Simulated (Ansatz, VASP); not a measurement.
**Two plane-wave programs on Cu**

```
Cu
1.0
    -1.47326    1.47326    1.38198
     1.47326   -1.47326    1.38198
     2.94652    2.94652    0.00000
Cu
2
Direct
  0.06677 0.85559 0.00000
  0.43323 0.64441 0.50000
```

Change from the starting cell: mode 1 frozen in at -0.440 Å and mode 5 at -0.107 Å (largest displacements).

Alike in both runs: task single point; functional PBE; k mesh 20 × 20 × 12; occupations gaussian, width 0.15 eV; no spin polarisation.

|  | VASP | Ansatz |
| --- | --- | --- |
| version | VASP 6.6.1 | Ansatz 0.2.0 |
| potentials or method | VASP PAW PBE potentials, release 64 (Cu), cutoff 520 eV | scalar-relativistic, plane waves, PAW |
| valence electrons in the cell | 22 | 38 |

```tsv
	VASP	Ansatz	Ansatz less VASP
gap on the k mesh at the Fermi level (eV)	none	none	-
pressure (GPa)	4.0	2.7	-1.35
traceless stress, the component that is largest in VASP (GPa)	-8.94	-8.92	+0.021
rms of the force components (eV/Å)	0.276	0.275	-0.0012
```

Atom by atom the forces differ by 0.001 eV/Å (rms over components). A gap of «none» marks a metal or a gap that the smearing closes. VASP's potentials hold 22 valence electrons a cell and Ansatz's 38, so a difference there can come from the potentials and not from the codes.
